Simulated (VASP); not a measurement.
# Au (P-1) in VASP: settings compared, part 2 of 2

VASP 6.6.1.

## Step 5: Single point, PBEsol

This run uses another cell than the first one, of 19.35 Å³/atom.

Contents of INCAR:

```
PREC = Accurate ; ENCUT = 520
EDIFF = 1E-7 ; ISMEAR = -1
SIGMA = 0.05 ; LREAL = F
LASPH = T ; NELM = 60
ALGO = Normal ; ISIF = 2
LWAVE = F ; LCHARG = F
GGA = PS ; NBANDS = 18
```

Contents of KPOINTS:

```
Automatic mesh
0
Gamma
  8 8 5
```

Contents of POSCAR:

```
Au
1.0
    2.8154890579      0.0000000000      0.0000000000
   -0.0129553469      2.8201795887      0.0000000000
   -1.1378916452     -1.1854109603      4.8747738930
Au
2
Direct
    0.6728620000      0.6659620000      0.2740550000
    0.3271380000      0.3340380000      0.7259450000
```

The run is started by

```
> cat potpaw_PBE.64/Au/POTCAR > POTCAR
> mpirun -np 1 vasp_std > vasp.out
```

It took 2 min on 1 thread of Intel Xeon 8259CL, shared host; peak memory 0.23 GiB.

It converged, with:

* Free energy: -7.5222 eV
* Pressure: -7.3 GPa
* Largest force: 0.191 eV/Å
* Band gap on the k mesh: zero (bands 11 and 12 overlap by 4.92 eV)

Forces on the atoms (eV/Å):
```
Au   0.051  0.036  0.180
Au  -0.051 -0.036 -0.180
```

Stress tensor (GPa, compression positive):
```
-8.57 -0.16  0.97
-0.16 -8.63  0.67
 0.97  0.67 -4.60
```

Levels at points of the mesh, in eV from the Fermi level:
```csv
k point,band 9,band 10,band 11,band 12,band 13,band 14
"(0.00, 0.00, 0.00)",-2.28,-2.06,-1.65,-0.02,2.85,13.91
"(0.50, 0.00, 0.00)",-2.32,-1.80,0.41,1.08,2.79,5.58
"(0.00, 0.50, 0.00)",-2.30,-1.85,0.35,1.08,2.64,5.54
"(0.50, 0.50, 0.00)",-0.87,-0.85,2.58,4.57,5.92,6.60
```

Caveat: the cell stands under tension; the PAW data sets were made with another functional, which shifts forces and pressure a little; spin-orbit coupling is left out, which moves the levels of the heavy elements.

## Step 6: Single point, PBEsol

This run uses another cell than the first one, of 19.55 Å³/atom.

Contents of INCAR:

```
SYSTEM = Au
PREC = Accurate
ENCUT = 520
EDIFF = 1E-6
ISMEAR = -1
SIGMA = 0.05
LREAL = .False.
LASPH = .True.
NELM = 100
ALGO = Normal
ISIF = 2
LWAVE = .False.
LCHARG = .False.
GGA = PS
NBANDS = 18
```

Contents of KPOINTS:

```
regular mesh
0
Gamma
  8 8 5
  0 0 0
```

Changes to POSCAR since step 5:

```diff
@@ -4,3 +4,3 @@
    -0.0129553469      2.8201795887      0.0000000000
-   -1.1378916452     -1.1854109603      4.8747738930
+   -1.1378916452     -1.1854109603      4.9240140333
 Au
```

Potentials or basis: VASP PAW PBE potentials, release 64 (Au).

The run is started by

```
> cat potpaw_PBE.64/Au/POTCAR > POTCAR
> mpirun -np 1 vasp_std > vasp.out
```

OUTCAR:

```text
SYSTEM = Au
   PREC = Accurate
   ENCUT = 520
   EDIFF = 1E-6
   ISMEAR = -1
   LREAL = .False.
   LASPH = .True.
   NELM = 100
   ISIF = 2
   GGA = PS

 ion  position               nearest neighbor table
   1  0.673  0.666  0.274-   2 2.74   2 2.92   2 2.98   2 3.00   2 3.05
   2  0.327  0.334  0.726-   1 2.74   1 2.92   1 2.98   1 3.00   1 3.05

  LATTYP: Found a triclinic cell.
 ALAT       =     2.8154890579
 B/A-ratio  =     1.4186468224
 C/A-ratio  =     2.8424930260
 COS(alpha) =     0.0022337933
 COS(beta)  =     0.5581870929
 COS(gamma) =     0.7081406305

  Lattice vectors:

 A1 = (  -2.8154890579,   0.0000000000,   0.0000000000)
 A2 = (  -2.8284444048,   2.8201795887,   0.0000000000)
 A3 = (  -4.4671757768,  -4.4549482171,  -4.9240140333)

Analysis of symmetry for initial positions (statically):
=====================================================================
 Subroutine PRICEL returns:
 Original cell was already a primitive cell.

 Routine SETGRP: Setting up the symmetry group for a
 triclinic supercell.

 Subroutine GETGRP returns: Found  2 space group operations
 (whereof  2 operations were pure point group operations)
 out of a pool of  2 trial point group operations.

The static configuration has the point symmetry S_2 .

Analysis of symmetry for dynamics (positions and initial velocities):
=====================================================================
 Subroutine PRICEL returns:
 Original cell was already a primitive cell.

 Routine SETGRP: Setting up the symmetry group for a
 triclinic supercell.

 Subroutine GETGRP returns: Found  2 space group operations
 (whereof  2 operations were pure point group operations)
 out of a pool of  2 trial point group operations.

The dynamic configuration has the point symmetry S_2 .

 Subroutine INISYM returns: Found  2 space group operations
 (whereof  2 operations are pure point group operations),
 and found     1 'primitive' translations

----------------------------------------------------------------------------------------

                                     Primitive cell

  volume of cell :      39.0976

  direct lattice vectors                    reciprocal lattice vectors
     2.815489058  0.000000000  0.000000000     0.355178081  0.001631618  0.082470989
    -0.012955347  2.820179589  0.000000000     0.000000000  0.354587348  0.085363633
    -1.137891645 -1.185410960  4.924014033     0.000000000  0.000000000  0.203086342

  length of vectors
     2.815489058  2.820209346  5.190945072     0.364630766  0.364717887  0.203086342

  position of ions in fractional coordinates (direct lattice)
     0.672862000  0.665962000  0.274055000
     0.327138000  0.334038000  0.725945000

  ion indices of the primitive-cell ions
   primitive index   ion index
                 1           1
                 2           2

----------------------------------------------------------------------------------------

 KPOINTS: regular mesh

Automatic generation of k-mesh.
 Grid dimensions read from file:
 generate k-points for:    8    8    5

 Generating k-lattice:

  Cartesian coordinates                     Fractional coordinates (reciprocal lattice)
     0.044397260  0.000203952  0.010308874     0.125000000  0.000000000  0.000000000
     0.000000000  0.044323418  0.010670454     0.000000000  0.125000000  0.000000000
     0.000000000  0.000000000  0.040617268     0.000000000  0.000000000  0.200000000

  Length of vectors
     0.045578846  0.045589736  0.040617268

  Shift w.r.t. Gamma in fractional coordinates (k-lattice)
     0.000000000  0.000000000  0.000000000

 Subroutine IBZKPT returns following result:
 ===========================================

 Found    162 irreducible k-points:

 Following reciprocal coordinates:
            Coordinates               Weight
  0.000000  0.000000  0.000000      1.000000
  0.125000  0.000000  0.000000      2.000000
  0.250000  0.000000  0.000000      2.000000
  0.375000  0.000000  0.000000      2.000000
  0.500000  0.000000  0.000000      1.000000
  0.000000  0.125000  0.000000      2.000000
[... 16 lines left out ...]
  0.125000  0.375000  0.000000      2.000000
  0.250000  0.375000 -0.000000      2.000000
 [... further k-points ...]
   k-points           NKPTS =    162   k-points in BZ     NKDIM =    162   number of bands    NBANDS=     18
   number of dos      NEDOS =    301   number of ions     NIONS =      2
   total plane-waves  NPLWV =  23040
   dimension x,y,z NGX =    24 NGY =   24 NGZ =   40
   dimension x,y,z NGXF=    48 NGYF=   48 NGZF=   80
   ions per type =               2
   NGX,Y,Z   is equivalent  to a cutoff of  14.17, 14.15, 12.81 a.u.
   NGXF,Y,Z  is equivalent  to a cutoff of  28.34, 28.30, 25.62 a.u.
 SYSTEM =  Au
   PREC   = accura    normal or accurate (medium, high low for compatibility)
   ISTART =      0    job   : 0-new  1-cont  2-samecut
   ICHARG =      2    charge: 1-file 2-atom 10-const
   ISPIN  =      1    spin polarized calculation?
   LNONCOLLINEAR =      F non collinear calculations
   LSORBIT =      F    spin-orbit coupling
   LASPH  =      T    aspherical Exc in radial PAW
   ENCUT  =  520.0 eV  38.22 Ry    6.18 a.u.   5.23  5.24  9.65*2*pi/ulx,y,z
   NELM   =    100;   NELMIN=  2; NELMDL= -5     # of ELM steps
   EDIFF  = 0.1E-05   stopping-criterion for ELM
   LREAL  =      F    real-space projection
   EDIFFG = 0.1E-04   stopping-criterion for IOM
   NSW    =      0    number of steps for IOM
   IBRION =     -1    ionic relax: 0-MD 1-quasi-New 2-CG
   NFREE  =      0    steps in history (QN), initial steepest desc. (CG)
   ISIF   =      2    stress and relaxation
   ISYM   =      2    0-nonsym 1-usesym 2-fastsym
   POTIM  = 0.5000    time-step for ionic-motion
   TEBEG  =    0.0;   TEEND  =   0.0 temperature during run
   PSTRESS=    0.0 pullay stress
   NELECT =      22.0000    total number of electrons
   NUPDOWN=      -1.0000    fix difference up-down
   EMIN   =  10.00;   EMAX   =-10.00  energy-range for DOS
   EFERMI =   0.00;   METHOD = LEGACY
   ISMEAR =    -1;   SIGMA  =   0.05  broadening in eV -4-tet -1-fermi 0-gaus
   EFERMI_NEDOS =   21; number of points for ismear=-14 and -15
   IALGO  =     38    algorithm
   IMIX   =      4    mixing-type and parameters
     AMIX     =   0.40;   BMIX     =  1.00
     AMIX_MAG =   1.60;   BMIX_MAG =  1.00
  volume/ion in A,a.u.               =      19.55       131.92
  Fermi-wavevector in a.u.,A,eV,Ry     =   1.351551  2.554061 24.853627  1.826690
  Thomas-Fermi vector in A             =   2.478963
   LORBIT       =      0    0 simple, 1 ext, 2 COOP (PROOUT), +10 PAW based schemes
   GGA     = PS    functional components
   LHFCALC =     F    Hartree Fock is set to
   AEXX    =    0.0000 exact exchange contribution
   IVDW    =     0    specifies the selected vdW correction
   LEPSILON=     F    determine dielectric tensor
   LRPA    =     F    only Hartree local field effects (RPA)
 non-spin polarized calculation
  energy-cutoff  :      520.00
  volume of cell :       39.10
 maximum number of plane-waves:      1067
 NGX is ok and might be reduce to    24
   NGX = 11   NGY = 11   NGZ = 19

 number of electron      22.0000000 magnetization

 Free energy of the ion-electron system (eV)
  ---------------------------------------------------
  ext. energy  EPLUGINS =         0.00000000
  ---------------------------------------------------
  free energy    TOTEN  =        -7.50867635 eV

  energy without entropy =       -7.50248229  energy(sigma->0) =       -7.50557932

 E-fermi :   7.0059     XC(G=0): -12.0056

 val. band max:        6.9987845586   @ k =   0.3750   0.1250   0.2000
 cond. band min:       7.0382757630   @ k =   0.3750   0.0000   0.2000
 fundamental gap:      0.0394912044
 Fermi energy:         7.0058548570

 k-point     1 :       0.0000    0.0000    0.0000
  band No.  band energies     occupation
      1      -1.5143      2.00000
      2       0.9878      2.00000
      3       1.3089      2.00000
      4       1.8299      2.00000
      5       2.3947      2.00000
      6       4.1478      2.00000
[... 10 lines left out ...]
     17      22.7494      0.00000
     18      24.5823      0.00000

 k-point     2 :       0.1250    0.0000    0.0000
  band No.  band energies     occupation
      1      -1.1380      2.00000
      2       1.1958      2.00000
      3       1.5600      2.00000
      4       2.0099      2.00000
      5       2.5453      2.00000
      6       3.8047      2.00000
[... 10 lines left out ...]
     17      23.2151      0.00000
     18      24.5325      0.00000
[... 442 lines left out ...]
 k-point    24 :       0.2500    0.3750   -0.0000
  band No.  band energies     occupation
      1       1.6383      2.00000
      2       1.8143      2.00000
      3       2.1553      2.00000
      4       2.3496      2.00000
      5       3.2001      2.00000
      6       3.6294      2.00000
[... 10 lines left out ...]
     17      19.6443      0.00000
     18      22.7576      0.00000

 [... further k-points ...]
[... 5 lines left out ...]
  --------------------------------------------------------------------------------------
  -------------------------------------------------------------------------------------
  Total       -2.2297555     -2.2605570     -1.6326167     -0.0267268      0.1140667      0.1775637
  in kB      -91.3730091    -92.6352237    -66.9028959     -1.0952342      4.6743327      7.2763732
  external PRESSURE =     -83.6370429 kB  Pullay stress =       0.0000000 kB

 VOLUME and BASIS-vectors are now :
 -----------------------------------------------------------------------------
  energy-cutoff  :      520.00
  volume of cell :       39.10
      direct lattice vectors                 reciprocal lattice vectors
     2.815489058  0.000000000  0.000000000     0.355178081  0.001631618  0.082470989
    -0.012955347  2.820179589  0.000000000     0.000000000  0.354587348  0.085363633
    -1.137891645 -1.185410960  4.924014033     0.000000000  0.000000000  0.203086342

 POSITION                                       TOTAL-FORCE (eV/Angst)
 -----------------------------------------------------------------------------------
      1.57396      1.55326      1.34945         0.036415      0.024167      0.140531
      0.09068      0.08150      3.57456        -0.036415     -0.024167     -0.140531
 -----------------------------------------------------------------------------------
    total drift:                                0.000000     -0.000000      0.000000

  FREE ENERGIE OF THE ION-ELECTRON SYSTEM (eV)
  ---------------------------------------------------
  free  energy   TOTEN  =        -7.5086763495 eV

  energy  without entropy=       -7.5024822857  energy(sigma->0) =       -7.50557932
```

OSZICAR:

```text
N       E                     dE             d eps       ncg     rms          rms(c)
DAV:   1     0.119774002445E+03    0.11977E+03   -0.11430E+04  5832   0.116E+03
DAV:   2    -0.612325358269E+01   -0.12590E+03   -0.11995E+03  6146   0.253E+02
DAV:   3    -0.819331522487E+01   -0.20701E+01   -0.20573E+01  6848   0.329E+01
DAV:   4    -0.820370213599E+01   -0.10387E-01   -0.10385E-01  6588   0.242E+00
DAV:   5    -0.820381435617E+01   -0.11222E-03   -0.11222E-03  6560   0.271E-01    0.102E+01
DAV:   6    -0.754383901259E+01    0.65998E+00   -0.15221E+00  6146   0.105E+01    0.668E+00
DAV:   7    -0.751378832046E+01    0.30051E-01   -0.69394E-02  6842   0.218E+00    0.350E+00
DAV:   8    -0.750869640082E+01    0.50919E-02   -0.34298E-03  6214   0.448E-01    0.300E-01
DAV:   9    -0.750866960261E+01    0.26798E-04   -0.90153E-05  6394   0.638E-02    0.566E-02
DAV:  10    -0.750867516949E+01   -0.55669E-05   -0.54384E-06  6732   0.183E-02    0.272E-02
DAV:  11    -0.750867623497E+01   -0.10655E-05   -0.39807E-07  4112   0.518E-03    0.107E-03
DAV:  12    -0.750867634949E+01   -0.11453E-06   -0.40082E-08  3178   0.165E-03
   1 F= -.75086763E+01 E0= -.75055793E+01  d E =-.619406E-02
```

stdout:

```text
POSCAR found type information on POSCAR Au
 POSCAR found :  1 types and       2 ions
 scaLAPACK will be used
 -----------------------------------------------------------------------------
|                                                                             |
|                                                                             |
|     You enforced a specific xc type in the INCAR file but a different       |
|     I HOPE YOU KNOW WHAT YOU ARE DOING!                                     |
|                                                                             |
 -----------------------------------------------------------------------------

 LDA part: xc-table for (Slater+PW92), standard interpolation
 POSCAR, INCAR and KPOINTS ok, starting setup
 FFT: planning ... GRIDC
 FFT: planning ... GRID_SOFT
 FFT: planning ... GRID
 WAVECAR not read
 entering main loop
```

Wall time 1.9 min (1 thread of Intel Xeon 8259CL, shared host); peak memory 0.23 GiB.

Results:

| Item | Value |
| --- | --- |
| Free energy | -7.5087 eV |
| Pressure | -8.4 GPa |
| Largest force | 0.147 eV/Å |
| Band gap on the k mesh | zero (bands 11 and 12 overlap by 4.96 eV) |

Forces on the atoms (eV/Å):
```
Au   0.036  0.024  0.141
Au  -0.036 -0.024 -0.141
```

Caveat: the cell stands under tension; the PAW data sets were made with another functional, which shifts forces and pressure a little; spin-orbit coupling is left out, which moves the levels of the heavy elements.

## Step 7: Overview

```csv
level,cell,k mesh,gap on the mesh (eV),pressure (GPa),largest force (eV/Å)
r2SCAN,"a = 2.834, b = 2.839, c = 5.225 Å, angles 103.1, 102.7, 90.3°, 2 atoms",10 × 10 × 6,none,-6.0,0.06
PBEsol,"a = 2.815, b = 2.820, c = 5.005 Å, angles 103.6, 103.1, 90.3°, 2 atoms",8 × 8 × 5,none,-3.1,0.40
PBEsol,"a = 2.815, b = 2.820, c = 5.098 Å, angles 103.4, 102.9, 90.3°, 2 atoms",8 × 8 × 5,none,-6.0,0.25
PBEsol,"a = 2.815, b = 2.820, c = 5.144 Å, angles 103.3, 102.8, 90.3°, 2 atoms",8 × 8 × 5,none,-7.3,0.19
PBEsol,"a = 2.815, b = 2.820, c = 5.191 Å, angles 103.1, 102.7, 90.3°, 2 atoms",8 × 8 × 5,none,-8.4,0.15
```

Alike in all rows: task single point; potentials or basis VASP PAW PBE potentials, release 64 (Au); no spin polarisation; cutoff (eV) 520; smearing fermi-dirac 0.05 eV.

Caveats: the PAW data sets were made with another functional, which shifts forces and pressure a little; spin-orbit coupling is left out, which moves the levels of the heavy elements; the cell stands under tension (at least some runs); the stress differs along the axes, from -6 to 4 GPa (at least some runs); the stress differs along the axes, from -8 to -2 GPa (at least some runs).

Absolute energies hang on the potentials; compare differences alone.

The gap in the log of VASP goes by the Fermi energy; the results here count the filled bands.